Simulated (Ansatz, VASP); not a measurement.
# NaH in VASP and in Ansatz

Contents of INCAR:

```
ALGO = Normal
EDIFF = 1E-6
ENCUT = 500
GGA = PS
GGA_COMPAT = F
ISIF = 2
ISMEAR = 0
LASPH = T
LCHARG = F
LREAL = F
LWAVE = F
NBANDS = 11
NELM = 120
PREC = Accurate
SIGMA = 0.05
```

KPOINTS

```
k-points
0
Gamma
  10 10 10
```

POSCAR

```
NaH
1.0
    2.9551240000      0.0000000000      0.0000000000
    0.0000000000      2.9551240000      0.0000000000
    0.0000000000      0.0000000000      2.9551240000
Na H
1 1
Direct
   -0.0888287598      0.0000000000      0.0000000000
    0.5000000000      0.5000000000      0.5000000000
```

Input for Ansatz:

```yaml
crystal:
  lattice:
    - [2.955124, 0.0, 0.0]
    - [0.0, 2.955124, 0.0]
    - [0.0, 0.0, 2.955124]
  atoms:
    - { symbol: Na, position: [-0.0888287598, 0.0, 0.0] }
    - { symbol: H, position: [0.5, 0.5, 0.5] }
basis:
  ecutwfc: 420
kpoints:
  mp_grid: { grid: [10, 10, 10] }
hamiltonian:
  xc: pbesol
scf:
  occupations: { method: gaussian, width: 0.05 }
output:
  forces: true
  stress: true
  eigenvalues: true
```

Change from the starting cell: all Na atoms moved +0.263 Å, as atom 1 towards its neighbour atom 1 (Na) at 2.955 Å.

Alike in both runs: task single point; functional PBEsol; k mesh 10 × 10 × 10; occupations gaussian, width 0.05 eV; no spin polarisation.

```csv
,VASP,Ansatz
version,VASP 6.6.1,Ansatz 0.2.0
potentials or method,"VASP PAW PBE potentials, release 64 (Na_pv, H), cutoff 500 eV","scalar-relativistic, plane waves, PAW"
valence electrons in the cell,8,10
```

VASP gave:

```
gap on the k mesh at the Fermi level (eV)                     : 0.83
least direct gap on the mesh (eV)                             : 4.27
pressure (GPa)                                                : 0.1
traceless stress, the component that is largest in VASP (GPa) : 0.14
rms of the force components (eV/Å)                            : 0.067
```

Estimate Ansatz's values.

gap on the k mesh at the Fermi level (eV): 0.83; least direct gap on the mesh (eV): 4.27; pressure (GPa): 0.2; traceless stress, the component that is largest in VASP (GPa): 0.15; rms of the force components (eV/Å): 0.065.

VASP's potentials were made for PBE, not for PBEsol. Atom by atom the forces differ by 0.002 eV/Å (rms over components). The functional is the same, so the differences come from potentials, cutoffs and numerics. VASP's potentials hold 8 valence electrons a cell and Ansatz's 10, so a difference there can come from the potentials and not from the codes.
